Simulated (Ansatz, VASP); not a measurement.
## Au: VASP beside Ansatz

Contents of INCAR:

```
SYSTEM = Au
PREC = Accurate
ENCUT = 520
EDIFF = 1E-6
ISMEAR = 0
SIGMA = 0.15
LREAL = .FALSE.
LASPH = .TRUE.
NELM = 100
ALGO = Fast
ISIF = 2
LWAVE = .FALSE.
LCHARG = .TRUE.
GGA = PS
LELF = .TRUE.
LVHAR = .TRUE.
NBANDS = 12
```

Contents of KPOINTS:

```
Automatic mesh
0
G
  20 20 20
  0 0 0
```

File POSCAR:

```
Au
1.0
    0.0000000000      1.9636800000      2.2091400000
    1.9636800000      0.0000000000      2.2091400000
    1.9636800000      1.9636800000      0.0000000000
Au
1
Direct
    0.0000000000      0.0000000000      0.0000000000
```

Input for Ansatz:

```yaml
crystal:
  lattice:
    - [0.0, 1.96368, 2.20914]
    - [1.96368, 0.0, 2.20914]
    - [1.96368, 1.96368, 0.0]
  atoms:
    - { symbol: Au, position: [0.0, 0.0, 0.0] }
basis:
  ecutwfc: 420
kpoints:
  mp_grid: { grid: [20, 20, 20] }
hamiltonian:
  xc: pbesol
scf:
  occupations: { method: gaussian, width: 0.15 }
output:
  forces: true
  stress: true
  eigenvalues: true
```

Change from the starting cell: strain -0.040 along x and y, +0.080 along z, atoms carried along.

Alike in both runs: task single point; functional PBEsol; k mesh 20 × 20 × 20; occupations gaussian, width 0.15 eV; no spin polarisation.

|  | VASP | Ansatz |
| --- | --- | --- |
| version | VASP 6.6.1 | Ansatz 0.2.0 |
| potentials or method | VASP PAW PBE potentials, release 64 (Au), cutoff 520 eV | scalar-relativistic, plane waves, PAW |
| valence electrons in the cell | 11 | 19 |

```tsv
	VASP	Ansatz	Ansatz less VASP
gap on the k mesh at the Fermi level (eV)	none	none	-
pressure (GPa)	0.4	0.6	+0.24
traceless stress, the component that is largest in VASP (GPa)	-3.85	-3.86	-0.013
```

VASP's potentials were made for PBE, not for PBEsol. A gap of «none» marks a metal or a gap that the smearing closes. With one functional, cell and mesh, what is left measures potentials, basis and numerics. VASP's potentials hold 11 valence electrons a cell and Ansatz's 19, so a difference there can come from the potentials and not from the codes.

Spin-orbit coupling is off throughout.
